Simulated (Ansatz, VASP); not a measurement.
**ScAl2 in VASP and in Ansatz**

POSCAR

```
ScAl2
1.0
    0.0000000000      3.7776526849      3.7776526849
    3.7776526849      0.0000000000      3.7776526849
    3.7776526849      3.7776526849      0.0000000000
Sc Al
2 4
Direct
    0.5000000000      0.5000000000      0.5000000000
    0.7500000000      0.7500000000      0.7500000000
    0.1250000000      0.1250000000      0.1250000000
    0.6250000000      0.1250000000      0.1250000000
    0.1250000000      0.6250000000      0.1250000000
    0.1250000000      0.1250000000      0.6250000000
```

INCAR.step1

```
ALGO = Normal
EDIFF = 1E-4
ENCUT = 520
GGA = PE
ISMEAR = 0
LASPH = T
LCHARG = F
LREAL = F
LWAVE = T
NBANDS = 26
NELM = 60
PREC = Accurate
SIGMA = 0.1
```

INCAR.step2

```
ALGO = Normal
EDIFF = 1E-7
ENCUT = 520
ISIF = 2
ISMEAR = 0
ISTART = 1
LASPH = T
LCHARG = T
LELF = T
LMIXTAU = T
LREAL = F
LVHAR = T
LWAVE = F
METAGGA = R2SCAN
NBANDS = 26
NELM = 60
PREC = Accurate
SIGMA = 0.1
```

The input KPOINTS:

```
k-points
0
Gamma
  8 8 8
```

Input for Ansatz:

```yaml
crystal:
  lattice:
    - [0.0, 3.7776526849, 3.7776526849]
    - [3.7776526849, 0.0, 3.7776526849]
    - [3.7776526849, 3.7776526849, 0.0]
  atoms:
    - { symbol: Sc, position: [0.5, 0.5, 0.5] }
    - { symbol: Sc, position: [0.75, 0.75, 0.75] }
    - { symbol: Al, position: [0.125, 0.125, 0.125] }
    - { symbol: Al, position: [0.625, 0.125, 0.125] }
    - { symbol: Al, position: [0.125, 0.625, 0.125] }
    - { symbol: Al, position: [0.125, 0.125, 0.625] }
basis:
  ecutwfc: 500
kpoints:
  mp_grid: { grid: [8, 8, 8] }
hamiltonian:
  xc: r2scan
scf:
  occupations: { method: gaussian, width: 0.1 }
output:
  forces: true
  stress: true
  eigenvalues: true
  populations: true
```

Alike in both runs: task single point; functional r2SCAN; k mesh 8 × 8 × 8; occupations gaussian, width 0.1 eV; no spin polarisation.

```csv
,VASP,Ansatz
version,VASP 6.6.1,Ansatz 0.2.0
potentials or method,"VASP PAW PBE potentials, release 64 (Sc_sv, Al), cutoff 520 eV","scalar-relativistic, plane waves, PAW"
valence electrons in the cell,34,34
```

|  | VASP | Ansatz | Ansatz less VASP |
| --- | --- | --- | --- |
| gap on the k mesh at the Fermi level (eV) | none | none | - |
| pressure (GPa) | 0.0 | 0.0 | 0.00 |

VASP's potentials were made for PBE, not for r2SCAN. A gap of «none» marks a metal or a gap that the smearing closes.
